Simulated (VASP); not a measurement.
# CdS (Cc) in VASP: single point with PBE

Aim: the single point of CdS with PBE.

All numbers are computed with VASP 6.6.1; they aren't measurements. Logs are shortened: lines on timing, memory, paths and dates and some standing lists are left out, and cuts for length are marked.

## (1) The cell of the first run

The typed cell holds 4 atoms: a = 4.164 Å, b = 4.164 Å, c = 6.768 Å, α = 90.00°, β = 90.00°, γ = 120.00°.

## (2) Single point, PBE

The input, INCAR:

```
ALGO = Normal ; EDIFF = 1E-6
ENCUT = 500 ; GGA = PE
GGA_COMPAT = False ; ISIF = 2
ISMEAR = -1 ; LASPH = True
LCHARG = False ; LREAL = False
LWAVE = False ; NBANDS = 26
NELM = 120 ; PREC = Accurate
SIGMA = 0.01
```

The input, KPOINTS:

```
k-points
0
Gamma
  2 2 2
```

The input, POSCAR:

```
CdS
1.0
    4.1638921228     -0.0000000309      0.0000000000
   -2.0819460346      3.6060363724      0.0000000000
    0.0000000000      0.0000000000      6.7675066400
Cd S
2 2
Direct
    0.6727039193      0.3270731603      0.4987143807
    0.3270731603      0.6727039193      0.9987143807
    0.6634163922      0.3368065281      0.8782856193
    0.3368065281      0.6634163922      0.3782856193
```

Potentials or basis: VASP PAW PBE potentials, release 64 (Cd, S).

The run is started by

```bash
cat potpaw_PBE.64/Cd/POTCAR potpaw_PBE.64/S/POTCAR > POTCAR
mpirun -np 1 vasp_std > vasp.out
```

OUTCAR:

```text
EDIFF = 1E-6
   ENCUT = 500
   GGA = PE
   ISIF = 2
   ISMEAR = -1
   LASPH = True
   LREAL = False
   NELM = 120
   PREC = Accurate

 ion  position               nearest neighbor table
   1  0.673  0.327  0.499-   4 2.53   4 2.53   4 2.56   3 2.57
   2  0.327  0.673  0.999-   3 2.53   3 2.53   3 2.56   4 2.57
   3  0.663  0.337  0.878-   2 2.53   2 2.53   2 2.56   1 2.57
   4  0.337  0.663  0.378-   1 2.53   1 2.53   1 2.56   2 2.57

  LATTYP: Found a hexagonal cell.
 ALAT       =     4.1638921228
 C/A-ratio  =     1.6252838547

  Lattice vectors:

 A1 = (   4.1638921228,  -0.0000000309,   0.0000000000)
 A2 = (  -2.0819460346,   3.6060363724,   0.0000000000)
 A3 = (   0.0000000000,   0.0000000000,   6.7675066400)

Analysis of symmetry for initial positions (statically):
=====================================================================
 Subroutine PRICEL returns:
 Original cell was already a primitive cell.

 Routine SETGRP: Setting up the symmetry group for a
 hexagonal supercell.

 Subroutine GETGRP returns: Found  2 space group operations
 (whereof  1 operations were pure point group operations)
 out of a pool of 24 trial point group operations.

The static configuration has the point symmetry C_1 .
 The point group associated with its full space group is C_1h.

Analysis of symmetry for dynamics (positions and initial velocities):
=====================================================================
 Subroutine PRICEL returns:
 Original cell was already a primitive cell.

 Routine SETGRP: Setting up the symmetry group for a
 hexagonal supercell.

 Subroutine GETGRP returns: Found  2 space group operations
 (whereof  1 operations were pure point group operations)
 out of a pool of 24 trial point group operations.

The dynamic configuration has the point symmetry C_1 .
 The point group associated with its full space group is C_1h.

 Subroutine INISYM returns: Found  2 space group operations
 (whereof  1 operations are pure point group operations),
 and found     1 'primitive' translations

[... 71 lines left out ...]
   ISTART =      0    job   : 0-new  1-cont  2-samecut
   ICHARG =      2    charge: 1-file 2-atom 10-const
   ISPIN  =      1    spin polarized calculation?
   LNONCOLLINEAR =      F non collinear calculations
   LSORBIT =      F    spin-orbit coupling
   LASPH  =      T    aspherical Exc in radial PAW
   ENCUT  =  500.0 eV  36.75 Ry    6.06 a.u.   7.59  7.59 12.34*2*pi/ulx,y,z
   NELM   =    120;   NELMIN=  2; NELMDL= -5     # of ELM steps
   EDIFF  = 0.1E-05   stopping-criterion for ELM
   LREAL  =      F    real-space projection
   EDIFFG = 0.1E-04   stopping-criterion for IOM
   NSW    =      0    number of steps for IOM
   IBRION =     -1    ionic relax: 0-MD 1-quasi-New 2-CG
   NFREE  =      0    steps in history (QN), initial steepest desc. (CG)
   ISIF   =      2    stress and relaxation
   ISYM   =      2    0-nonsym 1-usesym 2-fastsym
   POTIM  = 0.5000    time-step for ionic-motion
   TEBEG  =    0.0;   TEEND  =   0.0 temperature during run
   PSTRESS=    0.0 pullay stress
   NELECT =      36.0000    total number of electrons
   NUPDOWN=      -1.0000    fix difference up-down
   EMIN   =  10.00;   EMAX   =-10.00  energy-range for DOS
   EFERMI =   0.00;   METHOD = LEGACY
   ISMEAR =    -1;   SIGMA  =   0.01  broadening in eV -4-tet -1-fermi 0-gaus
   EFERMI_NEDOS =   21; number of points for ismear=-14 and -15
   IALGO  =     38    algorithm
   IMIX   =      4    mixing-type and parameters
     AMIX     =   0.40;   BMIX     =  1.00
     AMIX_MAG =   1.60;   BMIX_MAG =  1.00
  volume/ion in A,a.u.               =      25.40       171.43
  Fermi-wavevector in a.u.,A,eV,Ry     =   1.158394  2.189047 18.257336  1.341876
  Thomas-Fermi vector in A             =   2.294996
   LORBIT       =      0    0 simple, 1 ext, 2 COOP (PROOUT), +10 PAW based schemes
   GGA     = PE    functional components
   LHFCALC =     F    Hartree Fock is set to
   AEXX    =    0.0000 exact exchange contribution
   IVDW    =     0    specifies the selected vdW correction
   LEPSILON=     F    determine dielectric tensor
   LRPA    =     F    only Hartree local field effects (RPA)
 non-spin polarized calculation
  energy-cutoff  :      500.00
  volume of cell :      101.62
 maximum number of plane-waves:      2592
   NGX = 15   NGY = 15   NGZ = 25

 number of electron      36.0000002 magnetization

 Free energy of the ion-electron system (eV)
  ---------------------------------------------------
  ext. energy  EPLUGINS =         0.00000000
  ---------------------------------------------------
  free energy    TOTEN  =       -11.36197492 eV

  energy without entropy =      -11.36197492  energy(sigma->0) =      -11.36197492

 E-fermi :   1.5563     XC(G=0):  -8.9711

 val. band max:        1.2826012802   @ k =   0.0000   0.0000   0.0000
 cond. band min:       2.3663904270   @ k =   0.0000   0.0000   0.0000
 fundamental gap:      1.0837891468
 Fermi energy:         1.5562766718

 k-point     1 :       0.0000    0.0000    0.0000
  band No.  band energies     occupation
      1     -10.9430      2.00000
      2     -10.5310      2.00000
      3      -6.5353      2.00000
      4      -6.5168      2.00000
      5      -6.5084      2.00000
      6      -6.4506      2.00000
[... 163 lines left out ...]
     25       9.6138      0.00000
     26       9.6138      0.00000

------------------------ aborting loop because EDIFF is reached ----------------------------------------

  FORCE on cell =-STRESS in cart. coord.  units (eV):
  Direction    XX          YY          ZZ          XY          YZ          ZX
  --------------------------------------------------------------------------------------
  -------------------------------------------------------------------------------------
  Total        2.9688043      3.1151290      0.2569680      0.1267209      0.0063398      0.0036603
  in kB       46.8094874     49.1166064      4.0516452      1.9980237      0.0999609      0.0577125
  external PRESSURE =      33.3259130 kB  Pullay stress =       0.0000000 kB

 VOLUME and BASIS-vectors are now :
 -----------------------------------------------------------------------------
  energy-cutoff  :      500.00
  volume of cell :      101.62
      direct lattice vectors                 reciprocal lattice vectors
     4.163892123 -0.000000031  0.000000000     0.240159921  0.138656393  0.000000000
    -2.081946035  3.606036372  0.000000000     0.000000002  0.277312789  0.000000000
     0.000000000  0.000000000  6.767506640     0.000000000  0.000000000  0.147764909

 POSITION                                       TOTAL-FORCE (eV/Angst)
 -----------------------------------------------------------------------------------
      2.12012      1.17944      3.37505        -0.081158      0.052811      0.341550
     -0.03864      2.42579      6.75881         0.086315     -0.043879      0.341550
      2.06118      1.21454      5.94380        -0.060275      0.028845     -0.341550
      0.02123      2.39230      2.56005         0.055118     -0.037777     -0.341550
 -----------------------------------------------------------------------------------
    total drift:                                0.000015      0.000027     -0.001353

  FREE ENERGIE OF THE ION-ELECTRON SYSTEM (eV)
  ---------------------------------------------------
  free  energy   TOTEN  =       -11.3619749187 eV

  energy  without entropy=      -11.3619749187  energy(sigma->0) =      -11.36197492
```

Run time: 47 s. Hardware: 1 thread of Intel Xeon 8259CL, shared host; peak memory 0.17 GiB.

Results:

| Property | Result |
| --- | --- |
| Free energy | -11.3620 eV |
| Pressure | 3.3 GPa |
| Largest force | 0.355 eV/Å |
| Band gap on the k mesh | 1.08 eV |

Forces on the atoms (eV/Å):
```
Cd  -0.081  0.053  0.342
Cd   0.086 -0.044  0.342
S   -0.060  0.029 -0.342
S    0.055 -0.038 -0.342
```

Caveat: the k points lie up to 0.87 Å⁻¹ apart, too coarse for converged energies, forces and pressures.
